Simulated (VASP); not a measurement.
# Al3GaN4 (P1) in VASP: a series of runs

Runs on Al3GaN4. Level: PBEsol. Tasks: single point.

All numbers are computed with VASP 6.6.1; they aren't measurements. Logs are shortened: lines on timing, memory, paths and dates and some standing lists are left out, and cuts for length are marked.

## Step 1: The cell of the first run

The typed cell holds 8 atoms: a = 5.043 Å, b = 3.130 Å, c = 5.418 Å, α = 90.00°, β = 90.03°, γ = 90.00°.

## Step 2: Single point, PBEsol (mode 4 (171.0 1/cm) frozen in, largest displacement +0.175 Å)

Contents of INCAR:

```
ALGO     = Normal         # electronic algorithm
EDIFF    = 1E-6           # SCF threshold, eV
ENCUT    = 520            # plane-wave cutoff, eV
GGA      = PS             # functional
ISIF     = 2              # what is computed and relaxed
ISMEAR   = 0              # smearing method
LASPH    = T              # aspherical terms in the spheres
LCHARG   = F              # write CHGCAR
LREAL    = F              # projectors in reciprocal space
LWAVE    = F              # write WAVECAR
NBANDS   = 31             # bands
NELM     = 60             # most SCF steps
PREC     = Accurate       # precision mode
SIGMA    = 0.05           # smearing width, eV
```

Contents of KPOINTS:

```
k-points
0
Gamma
  6 8 4
```

Contents of POSCAR:

```
Al3GaN4
1.0
    5.0434079713      0.0000000000      0.0001149907
    0.0000000000      3.1300738974      0.0000000000
   -0.0032362569      0.0000000000      5.4179919474
Al Ga N
3 1 4
Direct
    0.5002300423      0.4717379219      0.1673295664
    0.0009207036      0.4836569530      0.8348055932
    0.0010880650     -0.0559092231      0.3316926342
    0.4994217138      0.0508191378      0.6662009016
    0.1111724737     -0.0152012168      0.6663292503
    0.1224543238      0.4468857774      0.1671578647
    0.6251234799      0.5359161135      0.8401923551
    0.6231881979     -0.0269446446      0.3262928345
```

Potentials or basis: VASP PAW PBE potentials, release 64 (Al, Ga_d, N).

Launch:

```sh
$ cat potpaw_PBE.64/Al/POTCAR potpaw_PBE.64/Ga_d/POTCAR potpaw_PBE.64/N/POTCAR > POTCAR
$ mpirun -np 1 vasp_std > vasp.out
```

OUTCAR:

```text
EDIFF = 1E-6
   ENCUT = 520
   GGA = PS
   ISIF = 2
   ISMEAR = 0
   LASPH = T
   LREAL = F
   NELM = 60
   PREC = Accurate

 ion  position               nearest neighbor table
   1  0.500  0.472  0.167-   8 1.89   7 1.89   8 1.89   6 1.91   4 3.01   4 3.02   3 3.05   3 3.06
                             2 3.10   2 3.10   3 3.14   3 3.15
   2  0.001  0.484  0.835-   5 1.89   5 1.90   7 1.90   6 1.91   4 3.00   4 3.01   3 3.05   3 3.08
                             1 3.10   1 3.10   3 3.18   3 3.21
   3  0.001  0.944  0.332-   6 1.90   5 1.90   8 1.91   6 1.91   1 3.05   2 3.05   1 3.06   2 3.08
                             4 3.12   4 3.13   1 3.14   1 3.15   2 3.18   2 3.21
   4  0.499  0.051  0.666-   7 1.90   8 1.96   5 1.97   7 1.97   2 3.00   1 3.01   2 3.01   1 3.02
                             3 3.12   3 3.13
   5  0.111  0.985  0.666-   2 1.89   2 1.90   3 1.90   4 1.97
   6  0.122  0.447  0.167-   3 1.90   2 1.91   1 1.91   3 1.91
   7  0.625  0.536  0.840-   1 1.89   4 1.90   2 1.90   4 1.97
   8  0.623  0.973  0.326-   1 1.89   1 1.89   3 1.91   4 1.96

  LATTYP: Found a simple monoclinic cell.
 ALAT       =     5.0434079726
 B/A-ratio  =     0.6206267497
 C/A-ratio  =     1.0742721873
 COS(beta)  =    -0.0005745164

  Lattice vectors:

 A1 = (   5.0434079713,   0.0000000000,   0.0001149907)
 A2 = (   0.0000000000,   3.1300738974,   0.0000000000)
 A3 = (  -0.0032362569,   0.0000000000,   5.4179919474)

Analysis of symmetry for initial positions (statically):
=====================================================================
 Subroutine PRICEL returns:
 Original cell was already a primitive cell.

 Routine SETGRP: Setting up the symmetry group for a
 simple monoclinic supercell.

 Subroutine GETGRP returns: Found  1 space group operations
 (whereof  1 operations were pure point group operations)
 out of a pool of  4 trial point group operations.

The static configuration has the point symmetry C_1 .

Analysis of symmetry for dynamics (positions and initial velocities):
=====================================================================
 Subroutine PRICEL returns:
 Original cell was already a primitive cell.

 Routine SETGRP: Setting up the symmetry group for a
 simple monoclinic supercell.

 Subroutine GETGRP returns: Found  1 space group operations
 (whereof  1 operations were pure point group operations)
 out of a pool of  4 trial point group operations.

The dynamic configuration has the point symmetry C_1 .

[... 116 lines left out ...]
   ISIF   =      2    stress and relaxation
   ISYM   =      2    0-nonsym 1-usesym 2-fastsym
   POTIM  = 0.5000    time-step for ionic-motion
   TEBEG  =    0.0;   TEEND  =   0.0 temperature during run
   PSTRESS=    0.0 pullay stress
   NELECT =      42.0000    total number of electrons
   NUPDOWN=      -1.0000    fix difference up-down
   EMIN   =  10.00;   EMAX   =-10.00  energy-range for DOS
   EFERMI =   0.00;   METHOD = LEGACY
   ISMEAR =     0;   SIGMA  =   0.05  broadening in eV -4-tet -1-fermi 0-gaus
   EFERMI_NEDOS =   21; number of points for ismear=-14 and -15
   IALGO  =     38    algorithm
   IMIX   =      4    mixing-type and parameters
     AMIX     =   0.40;   BMIX     =  1.00
     AMIX_MAG =   1.60;   BMIX_MAG =  1.00
  volume/ion in A,a.u.               =      10.69        72.15
  Fermi-wavevector in a.u.,A,eV,Ry     =   1.291573  2.440719 22.696701  1.668160
  Thomas-Fermi vector in A             =   2.423334
   LORBIT       =      0    0 simple, 1 ext, 2 COOP (PROOUT), +10 PAW based schemes
   GGA     = PS    functional components
   LHFCALC =     F    Hartree Fock is set to
   AEXX    =    0.0000 exact exchange contribution
   IVDW    =     0    specifies the selected vdW correction
   LEPSILON=     F    determine dielectric tensor
   LRPA    =     F    only Hartree local field effects (RPA)
 non-spin polarized calculation
 Gauss-broadening in eV      SIGMA  =   0.05
  energy-cutoff  :      520.00
  volume of cell :       85.53
 maximum number of plane-waves:      2328
 NGX is ok and might be reduce to    40
   NGX = 19   NGY = 11   NGZ = 21

 number of electron      42.0000014 magnetization

 Free energy of the ion-electron system (eV)
  ---------------------------------------------------
  ext. energy  EPLUGINS =         0.00000000
  ---------------------------------------------------
  free energy    TOTEN  =       -59.87228374 eV

  energy without entropy =      -59.87228374  energy(sigma->0) =      -59.87228374

 E-fermi :   6.0792     XC(G=0): -11.3280

 val. band max:        5.8361082251   @ k =   0.0000   0.0000   0.0000
 cond. band min:       9.2156847675   @ k =   0.0000   0.0000   0.0000
 fundamental gap:      3.3795765424
 Fermi energy:         6.0791675919

 k-point     1 :       0.0000    0.0000    0.0000
  band No.  band energies     occupation
      1      -9.5553      2.00000
      2      -8.1756      2.00000
      3      -8.1044      2.00000
      4      -7.2279      2.00000
      5      -7.0233      2.00000
      6      -6.9751      2.00000
[... 805 lines left out ...]
     30      16.0330      0.00000
     31      16.5883      0.00000

 [... further k-points ...]

------------------------ aborting loop because EDIFF is reached ----------------------------------------

  FORCE on cell =-STRESS in cart. coord.  units (eV):
  Direction    XX          YY          ZZ          XY          YZ          ZX
  --------------------------------------------------------------------------------------
  -------------------------------------------------------------------------------------
  Total       -0.2313460     -0.5190771     -0.0258065      0.2940287      0.2337625      0.1054524
  in kB       -4.3336671     -9.7235626     -0.4834171      5.5078649      4.3789339      1.9753766
  external PRESSURE =      -4.8468823 kB  Pullay stress =       0.0000000 kB

 VOLUME and BASIS-vectors are now :
 -----------------------------------------------------------------------------
  energy-cutoff  :      520.00
  volume of cell :       85.53
      direct lattice vectors                 reciprocal lattice vectors
     5.043407971  0.000000000  0.000114991     0.198278623  0.000000000  0.000118435
     0.000000000  3.130073897  0.000000000     0.000000000  0.319481275  0.000000000
    -0.003236257  0.000000000  5.417991947    -0.000004208  0.000000000  0.184570224

 POSITION                                       TOTAL-FORCE (eV/Angst)
 -----------------------------------------------------------------------------------
      2.52232      1.47657      0.90665         0.007552      0.256060     -0.074353
      0.00194      1.51388      4.52297        -0.030984      0.146421      0.051451
      0.00441      2.95507      1.79711        -0.007356      0.516678      0.059282
      2.51663      0.15907      3.60953        -0.069779     -1.202855     -0.193124
      0.55853      3.08249      3.61018         0.075453      0.078330     -0.045143
      0.61705      1.39879      0.90567         0.005245      0.257631     -0.056103
      3.15003      1.67746      4.55223         0.047657     -0.191898      0.140596
      3.14194      3.04574      1.76792        -0.027788      0.139633      0.117393
 -----------------------------------------------------------------------------------
    total drift:                               -0.000246      0.000135     -0.001063

  FREE ENERGIE OF THE ION-ELECTRON SYSTEM (eV)
  ---------------------------------------------------
  free  energy   TOTEN  =       -59.8722837411 eV

  energy  without entropy=      -59.8722837411  energy(sigma->0) =      -59.87228374
```

Wall time 8 min (1 thread of AMD EPYC 7R13, shared host); peak memory 0.31 GiB.

Results:

```
Free energy            : -59.8723 eV
Pressure               : -0.5 GPa
Largest force          : 1.220 eV/Å
Band gap on the k mesh : 3.38 eV, direct
```

Forces on the atoms (eV/Å):
```
Al   0.008  0.256 -0.074
Al  -0.031  0.146  0.051
Al  -0.007  0.517  0.059
Ga  -0.070 -1.203 -0.193
N    0.075  0.078 -0.045
N    0.005  0.258 -0.056
N    0.048 -0.192  0.141
N   -0.028  0.140  0.117
```

Levels at points of the mesh, in eV from the valence-band top:
| k point | band 18 | band 19 | band 20 | band 21 | band 22 | band 23 | band 24 | band 25 |
| --- | --- | --- | --- | --- | --- | --- | --- | --- |
| (0.00, 0.00, 0.00) | -0.77 | -0.17 | -0.07 | 0.00 | 3.38 | 5.38 | 5.74 | 5.88 |
| (0.50, 0.00, 0.00) | -0.74 | -0.66 | -0.38 | -0.31 | 4.71 | 5.04 | 5.51 | 5.96 |
| (0.00, 0.50, 0.00) | -1.93 | -1.83 | -1.59 | -1.51 | 5.46 | 5.54 | 7.19 | 7.70 |
| (0.50, 0.50, 0.00) | -1.32 | -1.24 | -1.06 | -0.87 | 5.75 | 6.18 | 6.53 | 6.57 |
| (0.00, 0.00, 0.50) | -0.66 | -0.57 | -0.41 | -0.27 | 5.36 | 5.62 | 6.78 | 7.24 |
| (0.50, 0.00, 0.50) | -1.22 | -1.20 | -1.11 | -0.79 | 5.73 | 5.99 | 6.15 | 6.31 |
| (0.00, 0.50, 0.50) | -2.07 | -1.79 | -0.85 | -0.67 | 4.98 | 5.29 | 5.70 | 5.97 |
| (0.50, 0.50, 0.50) | -1.56 | -1.46 | -1.40 | -1.13 | 4.50 | 4.90 | 5.06 | 5.19 |

Caveat: the cell differs from its parent crystal (mode 4 (171.0 1/cm) frozen in, largest displacement +0.175 Å); the PAW data sets were made with another functional, which shifts forces and pressure a little. A k mesh can miss the band edges.

(Part 1 of 2 ends here.)
